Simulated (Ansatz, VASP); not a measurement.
**One calculation of Al2O3, two programs**

```xyz
10
Lattice="2.3803 1.3742 4.3319 -2.3803 1.3742 4.3319 0.0000 -2.7485 4.3319" Properties=species:S:1:pos:R:3 pbc="T T T"
Al    0.0000    0.0000   11.0743
Al    0.0000    0.0000    8.4191
Al    0.0000    0.0000    1.9213
Al    0.0000    0.0000    4.5765
O    -1.6503   -0.1099    5.4148
O     0.7300    1.4841    5.4148
O     0.9203   -1.3742    5.4148
O     1.6503    0.1099    7.5808
O    -0.7300   -1.4841    7.5808
O    -0.9203    1.3742    7.5808
```

Alike in both runs: task relaxation of cell and atoms; functional LDA; k mesh 7 × 7 × 7; occupations fermi-dirac, width 0.05 eV; no spin polarisation.

|  | VASP | Ansatz |
| --- | --- | --- |
| version | VASP 6.6.1 | Ansatz 0.2.0 |
| potentials or method | VASP PAW LDA potentials, release 64 (Al, O) | Ansatz PAW |
| plane-wave cutoff (eV) | 600 | 420 |
| valence electrons in the cell | 48 | 48 |

```csv
,VASP,Ansatz,Ansatz less VASP
"gap on the k mesh at the Fermi level, each at its own relaxed structure (eV)",6.43,6.43,+0.006
relaxed volume (Å³/atom),8.33,8.32,-0.011
relaxed cell length with the largest relative difference (Å),5.093,5.091,-0.0018
```

LDA's correlation is that of Perdew and Zunger in VASP and of Perdew and Wang (1992) in Ansatz.

Noted on Ansatz's run: Pulay correction over one GPa; odd divisions of the mesh miss points on the zone boundary, where band edges often lie, so the gap on the mesh can be too wide; the plane-wave basis is chosen anew once the cell has moved, so the energies of steps on either side of that aren't comparable.
